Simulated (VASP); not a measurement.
# MoH2 (P6/mmm) in VASP: notebook

Runs on MoH2. Level: PBE. Tasks: single point, relaxation of cell and atoms.

All numbers are computed with VASP 6.6.1; they aren't measurements. Logs are shortened: lines on timing, memory, paths and dates and some standing lists are left out, and cuts for length are marked.

## (1) The cell of the first run

Symmetry: P6/mmm, No. 191, hexagonal system. The conventional cell has a = 2.825 Å, b = 2.825 Å, c = 2.992 Å, α = 90.00°, β = 90.00°, γ = 120.00°. H (site symmetry -6m2) has 3 H at 1.63 Å within 2.2 Å. Mo (site symmetry 6/mmm) has 12 H at 2.21 Å and 6 Mo at 2.82 Å within 2.9 Å.

## (2) Single point, PBE

INCAR

```
PREC = Accurate
ENCUT = 520
EDIFF = 1E-7
ISMEAR = 0
SIGMA = 0.1
LREAL = F
LASPH = T
NELM = 80
ALGO = Normal
ISIF = 2
LWAVE = F
LCHARG = T
GGA = PE
LELF = T
LVHAR = T
NBANDS = 15
```

KPOINTS

```
regular mesh
0
Gamma
  18 18 16
```

POSCAR

```
MoH2
1.0
    2.8247404052      0.0000000000      0.0000000000
   -1.4123702026      2.4462969500      0.0000000000
    0.0000000000      0.0000000000      2.9916804139
H Mo
2 1
Direct
    0.3333333333      0.6666666667      0.5000000000
    0.6666666667      0.3333333333      0.5000000000
    0.0000000000      0.0000000000      0.0000000000
```

Potentials or basis: VASP PAW PBE potentials, release 64 (H, Mo_sv).

The run is started by

```console
cat potpaw_PBE.64/H/POTCAR potpaw_PBE.64/Mo_sv/POTCAR > POTCAR
mpirun -np 1 vasp_std > vasp.out
```

OUTCAR:

```text
PREC = Accurate
   ENCUT = 520
   EDIFF = 1E-7
   ISMEAR = 0
   LREAL = F
   LASPH = T
   NELM = 80
   ISIF = 2
   GGA = PE

 ion  position               nearest neighbor table
   1  0.333  0.667  0.500-
   2  0.667  0.333  0.500-
   3  0.000  0.000  0.000-

  LATTYP: Found a hexagonal cell.
 ALAT       =     2.8247404052
 C/A-ratio  =     1.0590992391

  Lattice vectors:

 A1 = (   2.8247404052,   0.0000000000,   0.0000000000)
 A2 = (  -1.4123702026,   2.4462969500,   0.0000000000)
 A3 = (   0.0000000000,   0.0000000000,   2.9916804139)

Analysis of symmetry for initial positions (statically):
=====================================================================
 Subroutine PRICEL returns:
 Original cell was already a primitive cell.

 Routine SETGRP: Setting up the symmetry group for a
 hexagonal supercell.

 Subroutine GETGRP returns: Found 24 space group operations
 (whereof 24 operations were pure point group operations)
 out of a pool of 24 trial point group operations.

The static configuration has the point symmetry D_6h.

Analysis of symmetry for dynamics (positions and initial velocities):
=====================================================================
 Subroutine PRICEL returns:
 Original cell was already a primitive cell.

 Routine SETGRP: Setting up the symmetry group for a
 hexagonal supercell.

 Subroutine GETGRP returns: Found 24 space group operations
 (whereof 24 operations were pure point group operations)
 out of a pool of 24 trial point group operations.

The dynamic configuration has the point symmetry D_6h.

 Subroutine INISYM returns: Found 24 space group operations
 (whereof 24 operations are pure point group operations),
 and found     1 'primitive' translations

----------------------------------------------------------------------------------------

                                     Primitive cell

  volume of cell :      20.6730

  direct lattice vectors                    reciprocal lattice vectors
     2.824740405  0.000000000  0.000000000     0.354014832  0.204390559  0.000000000
    -1.412370203  2.446296950  0.000000000     0.000000000  0.408781117  0.000000000
     0.000000000  0.000000000  2.991680414     0.000000000  0.000000000  0.334260302

  length of vectors
     2.824740405  2.824740405  2.991680414     0.408781117  0.408781117  0.334260302

  position of ions in fractional coordinates (direct lattice)
     0.333333333  0.666666667  0.500000000
     0.666666667  0.333333333  0.500000000
     0.000000000  0.000000000  0.000000000

  ion indices of the primitive-cell ions
   primitive index   ion index
                 1           1
                 2           2
                 3           3

----------------------------------------------------------------------------------------

 KPOINTS: regular mesh

Automatic generation of k-mesh.
 Grid dimensions read from file:
 generate k-points for:   18   18   16

 Generating k-lattice:

  Cartesian coordinates                     Fractional coordinates (reciprocal lattice)
     0.019667491  0.011355031  0.000000000     0.055555556  0.000000000  0.000000000
     0.000000000  0.022710062  0.000000000     0.000000000  0.055555556  0.000000000
     0.000000000  0.000000000  0.020891269     0.000000000  0.000000000  0.062500000

  Length of vectors
     0.022710062  0.022710062  0.020891269

  Shift w.r.t. Gamma in fractional coordinates (k-lattice)
     0.000000000  0.000000000  0.000000000

 Subroutine IBZKPT returns following result:
 ===========================================

 Found    333 irreducible k-points:

 Following reciprocal coordinates:
            Coordinates               Weight
  0.000000  0.000000  0.000000      1.000000
  0.055556 -0.000000  0.000000      6.000000
  0.111111 -0.000000  0.000000      6.000000
  0.166667 -0.000000  0.000000      6.000000
  0.222222 -0.000000  0.000000      6.000000
  0.277778  0.000000  0.000000      6.000000
[... 16 lines left out ...]
  0.333333  0.111111  0.000000     12.000000
  0.388889  0.111111  0.000000     12.000000
 [... further k-points ...]
   k-points           NKPTS =    333   k-points in BZ     NKDIM =    333   number of bands    NBANDS=     15
   number of dos      NEDOS =    301   number of ions     NIONS =      3
   total plane-waves  NPLWV =  13824
   dimension x,y,z NGX =    24 NGY =   24 NGZ =   24
   dimension x,y,z NGXF=    48 NGYF=   48 NGZF=   48
   ions per type =               2   1
   NGX,Y,Z   is equivalent  to a cutoff of  14.12, 14.12, 13.34 a.u.
   NGXF,Y,Z  is equivalent  to a cutoff of  28.25, 28.25, 26.67 a.u.
 SYSTEM =  unknown system
   PREC   = accura    normal or accurate (medium, high low for compatibility)
   ISTART =      0    job   : 0-new  1-cont  2-samecut
   ICHARG =      2    charge: 1-file 2-atom 10-const
   ISPIN  =      1    spin polarized calculation?
   LNONCOLLINEAR =      F non collinear calculations
   LSORBIT =      F    spin-orbit coupling
   LASPH  =      T    aspherical Exc in radial PAW
   ENCUT  =  520.0 eV  38.22 Ry    6.18 a.u.   5.25  5.25  5.56*2*pi/ulx,y,z
   NELM   =     80;   NELMIN=  2; NELMDL= -5     # of ELM steps
   EDIFF  = 0.1E-06   stopping-criterion for ELM
   LREAL  =      F    real-space projection
   EDIFFG = 0.1E-05   stopping-criterion for IOM
   NSW    =      0    number of steps for IOM
   IBRION =     -1    ionic relax: 0-MD 1-quasi-New 2-CG
   NFREE  =      0    steps in history (QN), initial steepest desc. (CG)
   ISIF   =      2    stress and relaxation
   ISYM   =      2    0-nonsym 1-usesym 2-fastsym
   POTIM  = 0.5000    time-step for ionic-motion
   TEBEG  =    0.0;   TEEND  =   0.0 temperature during run
   PSTRESS=    0.0 pullay stress
   NELECT =      16.0000    total number of electrons
   NUPDOWN=      -1.0000    fix difference up-down
   EMIN   =  10.00;   EMAX   =-10.00  energy-range for DOS
   EFERMI =   0.00;   METHOD = LEGACY
   ISMEAR =     0;   SIGMA  =   0.10  broadening in eV -4-tet -1-fermi 0-gaus
   EFERMI_NEDOS =   21; number of points for ismear=-14 and -15
   IALGO  =     38    algorithm
   IMIX   =      4    mixing-type and parameters
     AMIX     =   0.40;   BMIX     =  1.00
     AMIX_MAG =   1.60;   BMIX_MAG =  1.00
  volume/ion in A,a.u.               =       6.89        46.50
  Fermi-wavevector in a.u.,A,eV,Ry     =   1.503075  2.840399 30.738732  2.259233
  Thomas-Fermi vector in A             =   2.614232
   LORBIT       =      0    0 simple, 1 ext, 2 COOP (PROOUT), +10 PAW based schemes
   GGA     = PE    functional components
   LHFCALC =     F    Hartree Fock is set to
   AEXX    =    0.0000 exact exchange contribution
   IVDW    =     0    specifies the selected vdW correction
   LEPSILON=     F    determine dielectric tensor
   LRPA    =     F    only Hartree local field effects (RPA)
 non-spin polarized calculation
 Gauss-broadening in eV      SIGMA  =   0.10
  energy-cutoff  :      520.00
  volume of cell :       20.67
 maximum number of plane-waves:       570
 NGX is ok and might be reduce to    24
   NGX = 11   NGY = 11   NGZ = 11

 number of electron      16.0000004 magnetization

 Free energy of the ion-electron system (eV)
  ---------------------------------------------------
  ext. energy  EPLUGINS =         0.00000000
  ---------------------------------------------------
  free energy    TOTEN  =       -15.84891681 eV

  energy without entropy =      -15.83831045  energy(sigma->0) =      -15.84361363

 E-fermi :  10.7519     XC(G=0): -12.9423

 val. band max:       10.7485502355   @ k =   0.3333   0.1111   0.2500
 cond. band min:      10.7551688114   @ k =   0.2222  -0.0000   0.1250
 fundamental gap:      0.0066185758
 Fermi energy:        10.7518571980

 k-point     1 :       0.0000    0.0000    0.0000
  band No.  band energies     occupation
      1     -50.3404      2.00000
      2     -24.2624      2.00000
      3     -23.8747      2.00000
      4     -23.8747      2.00000
      5      -1.3905      2.00000
      6       6.7618      2.00000
      7       9.5580      2.00000
      8       9.5580      2.00000
      9      13.1359      0.00000
     10      13.1359      0.00000
     11      15.0145      0.00000
     12      18.7753      0.00000
     13      21.5488      0.00000
     14      27.4766      0.00000
     15      27.4766      0.00000

 k-point     2 :       0.0556   -0.0000    0.0000
  band No.  band energies     occupation
      1     -50.3358      2.00000
      2     -24.2580      2.00000
      3     -23.9087      2.00000
      4     -23.8822      2.00000
      5      -1.3014      2.00000
      6       6.8373      2.00000
      7       9.3297      2.00000
      8       9.6569      2.00000
      9      12.9124      0.00000
     10      13.1108      0.00000
     11      15.1955      0.00000
     12      19.0907      0.00000
     13      21.2927      0.00000
     14      26.9245      0.00000
     15      27.0981      0.00000

 k-point     3 :       0.1111   -0.0000    0.0000
  band No.  band energies     occupation
      1     -50.3222      2.00000
      2     -24.2456      2.00000
      3     -24.0059      2.00000
      4     -23.9038      2.00000
      5      -1.0389      2.00000
      6       7.0452      2.00000
      7       8.7689      2.00000
      8       9.9500      2.00000
      9      12.3655      0.00000
     10      13.0395      0.00000
     11      15.5814      0.00000
     12      19.9064      0.00000
     13      20.6188      0.00000
     14      25.9049      0.00000
     15      26.5842      0.00000

 k-point     4 :       0.1667   -0.0000    0.0000
  band No.  band energies     occupation
      1     -50.3014      2.00000
      2     -24.2264      2.00000
      3     -24.1526      2.00000
      4     -23.9367      2.00000
      5      -0.6163      2.00000
      6       7.2863      2.00000
      7       8.1337      2.00000
      8      10.4253      2.00000
      9      11.6957      0.00000
     10      12.9324      0.00000
     11      15.8725      0.00000
     12      19.7926      0.00000
     13      20.9957      0.00000
     14      24.8429      0.00000
     15      26.4497      0.00000
[... 307 lines left out ...]
 k-point    22 :       0.2778    0.1111    0.0000
  band No.  band energies     occupation
      1     -50.2156      2.00000
      2     -24.6781      2.00000
      3     -24.1475      2.00000
      4     -24.1235      2.00000
      5       1.6112      2.00000
      6       5.8280      2.00000
      7       8.2640      2.00000
      8       9.9820      2.00000
      9      12.2540      0.00000
     10      12.6128      0.00000
     11      15.1126      0.00000
     12      18.2082      0.00000
     13      22.7961      0.00000
     14      24.8366      0.00000
     15      25.9743      0.00000

 k-point    23 :       0.3333    0.1111    0.0000
  band No.  band energies     occupation
      1     -50.1956      2.00000
      2     -24.7957      2.00000
      3     -24.1650      2.00000
      4     -24.1292      2.00000
      5       2.4201      2.00000
      6       5.2673      2.00000
      7       8.1475      2.00000
      8       9.6773      2.00000
      9      12.1111      0.00000
     10      13.2349      0.00000
     11      14.9717      0.00000
     12      18.3670      0.00000
     13      22.0417      0.00000
     14      25.2623      0.00000
     15      25.4052      0.00000

 k-point    24 :       0.3889    0.1111    0.0000
  band No.  band energies     occupation
      1     -50.1825      2.00000
      2     -24.8717      2.00000
      3     -24.1919      2.00000
      4     -24.1172      2.00000
      5       3.2298      2.00000
      6       4.6869      2.00000
      7       7.9299      2.00000
      8       9.4899      2.00000
      9      12.0193      0.00000
     10      13.7805      0.00000
     11      14.9249      0.00000
     12      18.4586      0.00000
     13      21.7812      0.00000
     14      24.3382      0.00000
     15      25.6340      0.00000

 [... further k-points ...]

------------------------ aborting loop because EDIFF is reached ----------------------------------------

  FORCE on cell =-STRESS in cart. coord.  units (eV):
  Direction    XX          YY          ZZ          XY          YZ          ZX
  --------------------------------------------------------------------------------------
  -------------------------------------------------------------------------------------
  Total        0.0271541      0.0271541      0.0211490      0.0000000      0.0000000      0.0000000
  in kB        2.1044736      2.1044736      1.6390686      0.0000000      0.0000000      0.0000000
  external PRESSURE =       1.9493386 kB  Pullay stress =       0.0000000 kB

 VOLUME and BASIS-vectors are now :
 -----------------------------------------------------------------------------
  energy-cutoff  :      520.00
  volume of cell :       20.67
      direct lattice vectors                 reciprocal lattice vectors
     2.824740405  0.000000000  0.000000000     0.354014832  0.204390559  0.000000000
    -1.412370203  2.446296950  0.000000000     0.000000000  0.408781117  0.000000000
     0.000000000  0.000000000  2.991680414     0.000000000  0.000000000  0.334260302

 POSITION                                       TOTAL-FORCE (eV/Angst)
 -----------------------------------------------------------------------------------
     -0.00000      1.63086      1.49584        -0.000000      0.000000      0.000000
      1.41237      0.81543      1.49584         0.000000      0.000000     -0.000000
      0.00000      0.00000      0.00000         0.000000      0.000000      0.000000
 -----------------------------------------------------------------------------------
    total drift:                               -0.000000      0.000000      0.000000

  FREE ENERGIE OF THE ION-ELECTRON SYSTEM (eV)
  ---------------------------------------------------
  free  energy   TOTEN  =       -15.8489168052 eV

  energy  without entropy=      -15.8383104462  energy(sigma->0) =      -15.84361363
```

It took 2.2 min on 1 thread of Intel Xeon 6975P-C, shared host; peak memory 0.22 GiB.

Results:

* Free energy: -15.8489 eV
* Pressure: 0.2 GPa
* Band gap on the k mesh: zero (band 8 reaches 11.55 eV, above the bottom of band 9 at 9.79 eV)

Levels at points of the mesh, in eV from the Fermi level:
```tsv
k point	band 4	band 5	band 6	band 7	band 8	band 9	band 10	band 11	band 12	band 13
(0.00, 0.00, 0.00)	-34.63	-12.14	-3.99	-1.19	-1.19	2.38	2.38	4.26	8.02	10.80
(0.50, 0.00, 0.00)	-34.87	-7.14	-6.68	-3.04	-1.45	1.62	3.62	4.93	9.50	10.26
(0.00, 0.00, 0.50)	-34.59	-9.38	-5.03	-0.72	-0.72	0.78	0.78	4.12	5.68	13.47
(0.50, 0.00, 0.50)	-34.83	-9.07	-4.10	-2.80	-0.65	3.46	3.75	3.79	6.21	9.00
```

[end of part 1 of 2]
